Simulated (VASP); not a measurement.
# BeMo (F-43m) in VASP: notebook

Runs on BeMo. Level: PBE. Tasks: relaxation of cell and atoms, single point.

Everything below comes from runs of VASP 6.6.1. Logs are shortened: lines on timing, memory, paths and dates and some standing lists are left out, and cuts for length are marked.

### Step 1. The cell of the first run

It takes space group F-43m (No. 216, cubic). The conventional cell has a = 4.637 Å, b = 4.637 Å, c = 4.637 Å, α = 90.00°, β = 90.00°, γ = 90.00°. Within 2.7 Å of Be (site symmetry -43m) lie 4 Mo at 2.01 Å. Within 2.7 Å of Mo (site symmetry -43m) lie 4 Be at 2.01 Å.

### Step 2. Relaxation of cell and atoms, PBE

The input, INCAR:

```
SYSTEM = BeMo
PREC = Accurate
ENCUT = 600
EDIFF = 1E-7
ISMEAR = 0
SIGMA = 0.1
LREAL = .FALSE.
LASPH = .TRUE.
NELM = 60
ALGO = Fast
ISIF = 3
LWAVE = .FALSE.
LCHARG = .FALSE.
GGA = PE
IBRION = 2
NSW = 90
EDIFFG = -0.04
```

The input, KPOINTS:

```
Automatic mesh
0
G
  6 6 6
  0 0 0
```

The input, POSCAR:

```
BeMo
1.0
    0.0000000000      2.3183008992      2.3183008992
    2.3183008992      0.0000000000      2.3183008992
    2.3183008992      2.3183008992      0.0000000000
Be Mo
1 1
Direct
    0.0000000000      0.0000000000      0.0000000000
    0.7500000000      0.7500000000      0.7500000000
```

Potentials or basis: VASP PAW PBE potentials, release 64 (Be, Mo_sv).

Launch:

```sh
$ cat potpaw_PBE.64/Be/POTCAR potpaw_PBE.64/Mo_sv/POTCAR > POTCAR
$ mpirun -np 1 vasp_std > vasp.out
```

OUTCAR:

```text
SYSTEM = BeMo
   PREC = Accurate
   ENCUT = 600
   EDIFF = 1E-7
   ISMEAR = 0
   LREAL = .FALSE.
   LASPH = .TRUE.
   NELM = 60
   ISIF = 3
   GGA = PE
   IBRION = 2
   NSW = 90
   EDIFFG = -0.04

 ion  position               nearest neighbor table
   1  0.000  0.000  0.000-   2 2.01   2 2.01   2 2.01   2 2.01
   2  0.750  0.750  0.750-   1 2.01   1 2.01   1 2.01   1 2.01

  LATTYP: Found a face centered cubic cell.
 ALAT       =     4.6366017984

  Lattice vectors:

 A1 = (   0.0000000000,   2.3183008992,   2.3183008992)
 A2 = (   2.3183008992,   0.0000000000,   2.3183008992)
 A3 = (   2.3183008992,   2.3183008992,   0.0000000000)

Analysis of symmetry for initial positions (statically):
=====================================================================
 Subroutine PRICEL returns:
 Original cell was already a primitive cell.

 Routine SETGRP: Setting up the symmetry group for a
 face centered cubic supercell.

 Subroutine GETGRP returns: Found 24 space group operations
 (whereof 24 operations were pure point group operations)
 out of a pool of 48 trial point group operations.

The static configuration has the point symmetry T_d .

Analysis of symmetry for dynamics (positions and initial velocities):
=====================================================================
 Subroutine PRICEL returns:
 Original cell was already a primitive cell.

 Routine SETGRP: Setting up the symmetry group for a
 face centered cubic supercell.

 Subroutine GETGRP returns: Found 24 space group operations
 (whereof 24 operations were pure point group operations)
 out of a pool of 48 trial point group operations.

The dynamic configuration has the point symmetry T_d .

 Subroutine INISYM returns: Found 24 space group operations
 (whereof 24 operations are pure point group operations),
 and found     1 'primitive' translations

----------------------------------------------------------------------------------------

                                     Primitive cell

  volume of cell :      24.9195

  direct lattice vectors                    reciprocal lattice vectors
     0.000000000  2.318300899  2.318300899    -0.215675196  0.215675196  0.215675196
     2.318300899  0.000000000  2.318300899     0.215675196 -0.215675196  0.215675196
     2.318300899  2.318300899  0.000000000     0.215675196  0.215675196 -0.215675196

  length of vectors
     3.278572573  3.278572573  3.278572573     0.373560397  0.373560397  0.373560397

  position of ions in fractional coordinates (direct lattice)
     0.000000000  0.000000000  0.000000000
     0.750000000  0.750000000  0.750000000

  ion indices of the primitive-cell ions
   primitive index   ion index
                 1           1
                 2           2

----------------------------------------------------------------------------------------

 KPOINTS: Automatic mesh

Automatic generation of k-mesh.
 Grid dimensions read from file:
 generate k-points for:    6    6    6

 Generating k-lattice:

  Cartesian coordinates                     Fractional coordinates (reciprocal lattice)
    -0.035945866  0.035945866  0.035945866     0.166666667  0.000000000  0.000000000
     0.035945866 -0.035945866  0.035945866     0.000000000  0.166666667  0.000000000
     0.035945866  0.035945866 -0.035945866     0.000000000  0.000000000  0.166666667

  Length of vectors
     0.062260066  0.062260066  0.062260066

  Shift w.r.t. Gamma in fractional coordinates (k-lattice)
     0.000000000  0.000000000  0.000000000

 Subroutine IBZKPT returns following result:
 ===========================================

 Found     16 irreducible k-points:

 Following reciprocal coordinates:
            Coordinates               Weight
  0.000000  0.000000  0.000000      1.000000
  0.166667  0.000000  0.000000      8.000000
  0.333333  0.000000  0.000000      8.000000
  0.500000  0.000000  0.000000      4.000000
  0.166667  0.166667  0.000000      6.000000
  0.333333  0.166667  0.000000     24.000000
[... 8 lines left out ...]
 -0.333333  0.333333  0.166667     24.000000
 -0.333333  0.500000  0.166667     12.000000
   k-points           NKPTS =     16   k-points in BZ     NKDIM =     16   number of bands    NBANDS=     12
   number of dos      NEDOS =    301   number of ions     NIONS =      2
   total plane-waves  NPLWV =  21952
   dimension x,y,z NGX =    28 NGY =   28 NGZ =   28
   dimension x,y,z NGXF=    56 NGYF=   56 NGZF=   56
   ions per type =               1   1
   NGX,Y,Z   is equivalent  to a cutoff of  14.20, 14.20, 14.20 a.u.
   NGXF,Y,Z  is equivalent  to a cutoff of  28.40, 28.40, 28.40 a.u.
 SYSTEM =  BeMo
   PREC   = accura    normal or accurate (medium, high low for compatibility)
   ISTART =      0    job   : 0-new  1-cont  2-samecut
   ICHARG =      2    charge: 1-file 2-atom 10-const
   ISPIN  =      1    spin polarized calculation?
   LNONCOLLINEAR =      F non collinear calculations
   LSORBIT =      F    spin-orbit coupling
   LASPH  =      T    aspherical Exc in radial PAW
   ENCUT  =  600.0 eV  44.10 Ry    6.64 a.u.   6.55  6.55  6.55*2*pi/ulx,y,z
   NELM   =     60;   NELMIN=  2; NELMDL= -5     # of ELM steps
   EDIFF  = 0.1E-06   stopping-criterion for ELM
   LREAL  =      F    real-space projection
   EDIFFG = -.4E-01   stopping-criterion for IOM
   NSW    =     90    number of steps for IOM
   IBRION =      2    ionic relax: 0-MD 1-quasi-New 2-CG
   NFREE  =      1    steps in history (QN), initial steepest desc. (CG)
   ISIF   =      3    stress and relaxation
   ISYM   =      2    0-nonsym 1-usesym 2-fastsym
   POTIM  = 0.5000    time-step for ionic-motion
   TEBEG  =    0.0;   TEEND  =   0.0 temperature during run
   PSTRESS=    0.0 pullay stress
   NELECT =      16.0000    total number of electrons
   NUPDOWN=      -1.0000    fix difference up-down
   EMIN   =  10.00;   EMAX   =-10.00  energy-range for DOS
   EFERMI =   0.00;   METHOD = LEGACY
   ISMEAR =     0;   SIGMA  =   0.10  broadening in eV -4-tet -1-fermi 0-gaus
   EFERMI_NEDOS =   21; number of points for ismear=-14 and -15
   IALGO  =     68    algorithm
   IMIX   =      4    mixing-type and parameters
     AMIX     =   0.40;   BMIX     =  1.00
     AMIX_MAG =   1.60;   BMIX_MAG =  1.00
  volume/ion in A,a.u.               =      12.46        84.08
  Fermi-wavevector in a.u.,A,eV,Ry     =   1.412326  2.668910 27.139070  1.994665
  Thomas-Fermi vector in A             =   2.534086
   LORBIT       =      0    0 simple, 1 ext, 2 COOP (PROOUT), +10 PAW based schemes
   GGA     = PE    functional components
   LHFCALC =     F    Hartree Fock is set to
   AEXX    =    0.0000 exact exchange contribution
   IVDW    =     0    specifies the selected vdW correction
   LEPSILON=     F    determine dielectric tensor
   LRPA    =     F    only Hartree local field effects (RPA)
 conjugate gradient relaxation of ions
 non-spin polarized calculation
 RMM-DIIS sequential band-by-band and
 Gauss-broadening in eV      SIGMA  =   0.10
  energy-cutoff  :      600.00
  volume of cell :       24.92
 maximum number of plane-waves:       869
 NGX is ok and might be reduce to    28
   NGX = 13   NGY = 13   NGZ = 13

--------------------------------------- Ionic step        1  -------------------------------------------

 number of electron      15.9999999 magnetization

 Free energy of the ion-electron system (eV)
  ---------------------------------------------------
  ext. energy  EPLUGINS =         0.00000000
  ---------------------------------------------------
  free energy    TOTEN  =       -10.35451374 eV

  energy without entropy =      -10.34378974  energy(sigma->0) =      -10.34915174

------------------------ aborting loop because EDIFF is reached ----------------------------------------

  FORCE on cell =-STRESS in cart. coord.  units (eV):
  Direction    XX          YY          ZZ          XY          YZ          ZX
  --------------------------------------------------------------------------------------
  -------------------------------------------------------------------------------------
  Total        6.1718140      6.1718140      6.1718140      0.0000000      0.0000000      0.0000000
  in kB      396.8112792    396.8112792    396.8112792      0.0000000      0.0000000      0.0000000
  external PRESSURE =     396.8112792 kB  Pullay stress =       0.0000000 kB

 VOLUME and BASIS-vectors are now :
 -----------------------------------------------------------------------------
  energy-cutoff  :      600.00
  volume of cell :       24.92
      direct lattice vectors                 reciprocal lattice vectors
     0.000000000  2.318300899  2.318300899    -0.215675196  0.215675196  0.215675196
     2.318300899  0.000000000  2.318300899     0.215675196 -0.215675196  0.215675196
     2.318300899  2.318300899  0.000000000     0.215675196  0.215675196 -0.215675196

 POSITION                                       TOTAL-FORCE (eV/Angst)
 -----------------------------------------------------------------------------------
      0.00000      0.00000      0.00000         0.000000      0.000000      0.000000
      3.47745      3.47745      3.47745        -0.000000     -0.000000     -0.000000
 -----------------------------------------------------------------------------------
    total drift:                                0.000000      0.000000     -0.000000

  FREE ENERGIE OF THE ION-ELECTRON SYSTEM (eV)
  ---------------------------------------------------
  free  energy   TOTEN  =       -10.3545137361 eV
[... 17 lines left out ...]
 VOLUME and BASIS-vectors are now :
 -----------------------------------------------------------------------------
  energy-cutoff  :      600.00
  volume of cell :       37.79
      direct lattice vectors                 reciprocal lattice vectors
     0.000000000  2.663431791  2.663431791    -0.187727728  0.187727728  0.187727728
     2.663431791  0.000000000  2.663431791     0.187727728 -0.187727728  0.187727728
     2.663431791  2.663431791  0.000000000     0.187727728  0.187727728 -0.187727728

 POSITION                                       TOTAL-FORCE (eV/Angst)
 -----------------------------------------------------------------------------------
      0.00000      0.00000      0.00000        -0.000000     -0.000000     -0.000000
      3.99515      3.99515      3.99515         0.000000      0.000000      0.000000
 -----------------------------------------------------------------------------------
    total drift:                               -0.000000     -0.000000     -0.000000

  FREE ENERGIE OF THE ION-ELECTRON SYSTEM (eV)
  ---------------------------------------------------
  free  energy   TOTEN  =       -10.8037375100 eV

  energy  without entropy=      -10.7948760395  energy(sigma->0) =      -10.79930677

--------------------------------------- Ionic step        3  -------------------------------------------

 number of electron      15.9999998 magnetization

 Free energy of the ion-electron system (eV)
  ---------------------------------------------------
  ext. energy  EPLUGINS =         0.00000000
  ---------------------------------------------------
  free energy    TOTEN  =       -11.05727579 eV

  energy without entropy =      -11.04795301  energy(sigma->0) =      -11.05261440

 E-fermi :   6.0494     XC(G=0): -10.7848

 val. band max:        5.9875172337   @ k =   0.5000   0.3333   0.0000
 cond. band min:       6.0499040058   @ k =   0.1667   0.1667   0.0000
 fundamental gap:      0.0623867721
 Fermi energy:         6.0493543993

 k-point     1 :       0.0000    0.0000    0.0000
  band No.  band energies     occupation
      1     -54.5431      2.00000
      2     -28.5857      2.00000
      3     -28.5857      2.00000
      4     -28.5857      2.00000
      5      -0.1338      2.00000
      6       4.1340      2.00000
      7       4.1340      2.00000
      8       4.1340      2.00000
      9       6.5907      0.00000
     10       6.5907      0.00000
     11      16.6129      0.00000
     12      16.6245      0.00000

 k-point     2 :       0.1667    0.0000    0.0000
  band No.  band energies     occupation
      1     -54.5404      2.00000
      2     -28.6194      2.00000
      3     -28.5913      2.00000
      4     -28.5913      2.00000
      5       0.3859      2.00000
      6       4.0367      2.00000
      7       4.3394      2.00000
      8       4.3394      2.00000
      9       6.5006      0.00000
     10       6.5006      0.00000
     11      14.6778      0.00000
     12      16.4771      0.00000
[... 221 lines left out ...]
 VOLUME and BASIS-vectors are now :
 -----------------------------------------------------------------------------
  energy-cutoff  :      600.00
  volume of cell :       31.91
      direct lattice vectors                 reciprocal lattice vectors
     0.000000000  2.517508082  2.517508082    -0.198609094  0.198609094  0.198609094
     2.517508082  0.000000000  2.517508082     0.198609094 -0.198609094  0.198609094
     2.517508082  2.517508082  0.000000000     0.198609094  0.198609094 -0.198609094

 POSITION                                       TOTAL-FORCE (eV/Angst)
 -----------------------------------------------------------------------------------
      0.00000      0.00000      0.00000         0.000000      0.000000      0.000000
      3.77626      3.77626      3.77626        -0.000000     -0.000000     -0.000000
 -----------------------------------------------------------------------------------
    total drift:                               -0.000000     -0.000000     -0.000000

  FREE ENERGIE OF THE ION-ELECTRON SYSTEM (eV)
  ---------------------------------------------------
  free  energy   TOTEN  =       -11.0572757906 eV

  energy  without entropy=      -11.0479530076  energy(sigma->0) =      -11.05261440

 reached required accuracy - stopping structural energy minimisation
```

It took 18 s on 1 thread of Intel Xeon 6975P-C (Granite Rapids), shared host; peak memory 0.15 GiB.

What came out:

```yaml
Free_energy: -11.0573 eV
Relaxed_volume: 15.96 Å³/atom
Relaxed_cell: a = 3.560 Å, b = 3.560 Å, c = 3.560 Å, α = 60.00°, β = 60.00°, γ = 60.00°
Space_group_after_relaxing_to_0.05_Å: F-43m (No. 216)
Energy_gained_by_relaxing: 351.4 meV/atom
Ionic_steps: 3
Pressure_after_relaxing: -0.1 GPa
Band_gap_on_the_k_mesh: zero (band 8 reaches 6.75 eV, above the bottom of band 9 at 5.67 eV)
```

Step by step:
```csv
step,energy change (eV),largest force (eV/Å),pressure (GPa),volume (Å³)
1,0.0000,0.0000,39.68,24.92
2,-0.4492,0.0000,-11.94,37.79
3,-0.7028,0.0000,-0.07,31.91
```

Final structure:
```
Be Mo
1.0
     0.00000    2.51751    2.51751
     2.51751    0.00000    2.51751
     2.51751    2.51751    0.00000
Be Mo
1 1
Direct
  0.00000 0.00000 0.00000
  0.75000 0.75000 0.75000
```

Caveat: the k points lie up to 0.36 Å⁻¹ apart in the final cell; the volume moved by over 15 % at a fixed basis, so the end points are rough.

### Step 3. Single point, PBE

This run uses another cell than the first one, of 15.86 Å³/atom, 1.273 times its volume.

The input, INCAR:

```
  ALGO = Fast
  EDIFF = 1E-6
  ENCUT = 520
  GGA = PE
  ISIF = 2
  ISMEAR = 0
  LASPH = True
  LCHARG = False
  LREAL = False
  LWAVE = False
  NBANDS = 15
  NELM = 60
  PREC = Accurate
  SIGMA = 0.1
```

The input, KPOINTS:

```
k-points
0
Gamma
  20 20 20
```

The input, POSCAR:

```
BeMo
1.0
    0.0000000000      2.5126846921      2.5126846921
    2.5126846921      0.0000000000      2.5126846921
    2.5126846921      2.5126846921      0.0000000000
Be Mo
1 1
Direct
    0.0000000000      0.0000000000      0.0000000000
    0.2500000000      0.2500000000      0.2500000000
```

Potentials or basis: VASP PAW PBE potentials, release 64 (Be, Mo_sv).

Launch:

```sh
$ cat potpaw_PBE.64/Be/POTCAR potpaw_PBE.64/Mo_sv/POTCAR > POTCAR
$ mpirun -np 1 vasp_std > vasp.out
```

Wall time 65 s (1 thread of Intel Xeon 6975P-C (Granite Rapids), shared host); peak memory 0.24 GiB.

Results (log left out):

| Quantity | Value |
| --- | --- |
| Free energy | -11.0792 eV |
| Pressure | 0.2 GPa |
| Band gap on the k mesh | zero (band 8 reaches 6.81 eV, above the bottom of band 9 at 5.58 eV) |

Levels at points of the mesh, in eV from the Fermi level:
```
           k point  band 5  band 6  band 7  band 8  band 9  band 10  band 11  band 12
(0.00, 0.00, 0.00)   -6.28   -2.01   -2.01   -2.01    0.47     0.47    10.51    10.51
(0.50, 0.00, 0.00)   -3.89   -1.62   -1.62   -1.56    1.11     1.11     2.76     7.80
(0.50, 0.50, 0.00)   -3.57   -2.92    0.43    0.63    0.63     1.39     3.84     4.04
```
